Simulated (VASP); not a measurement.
Wanted: the native input for a VASP 6.6.1 run.

```
Task                   : single point
Functional             : PBE
Potentials or basis    : VASP PAW PBE potentials, release 64 (Ca_sv, Tl_d, N)
Cutoff                 : 520 eV
k mesh                 : 9 × 9 × 9
Occupations            : fermi-dirac, width 0.1 eV
Spin                   : no spin polarisation
Dipole correction      : no
Further INCAR settings : ALGO = Normal; EDIFF = 1e-07; NBANDS = 30
```

The structure of Ca2TlN2 lies in POSCAR:

```
Ca2TlN2
1.0
    0.0000000000      4.0327090000      0.0000000000
    4.0327090000      0.0000000000      0.0000000000
    2.0163550000      2.0163550000     -6.3399590000
Ca Tl N
2 1 2
Direct
    0.3443000000      0.3443000000      0.3114000000
    0.6557000000      0.6557000000      0.6886000000
    0.0000000000      0.0000000000      0.0000000000
    0.1411000000      0.1411000000      0.7178000000
    0.8589000000      0.8589000000      0.2822000000
```

The input as run:

INCAR

```
SYSTEM = Ca2TlN2
PREC = Accurate ; ENCUT = 520
EDIFF = 1E-7 ; ISMEAR = -1
SIGMA = 0.1 ; LREAL = .FALSE.
LASPH = .TRUE. ; NELM = 60
ALGO = Normal ; ISIF = 2
LWAVE = .FALSE. ; LCHARG = .TRUE.
GGA = PE ; LELF = .TRUE.
LVHAR = .TRUE. ; NBANDS = 30
```

KPOINTS

```
regular mesh
0
G
  9 9 9
  0 0 0
```

Potentials or basis: VASP PAW PBE potentials, release 64 (Ca_sv, Tl_d, N).

Run with:

```sh
$ cat potpaw_PBE.64/Ca_sv/POTCAR potpaw_PBE.64/Tl_d/POTCAR potpaw_PBE.64/N/POTCAR > POTCAR
$ mpirun -np 1 vasp_std > vasp.out
```

Results of the run:

| Quantity | Value |
| --- | --- |
| Pressure | 7.3 GPa |
| Largest force | 9.213 eV/Å |
| Band gap on the k mesh | zero (an odd number of electrons rules out a gap without spin polarisation) |

Caveat: the stress differs along the axes, from -9 to 41 GPa; spin-orbit coupling is left out, which moves the levels of the heavy elements; forces of over 1 eV/Å act on the atoms, so gaps and moduli don't describe the material at rest.

Run time: 2.9 min on 1 thread of Intel(R) Xeon(R) Platinum 8488C (Sapphire Rapids), with other jobs on the host, peak memory 0.36 GiB.
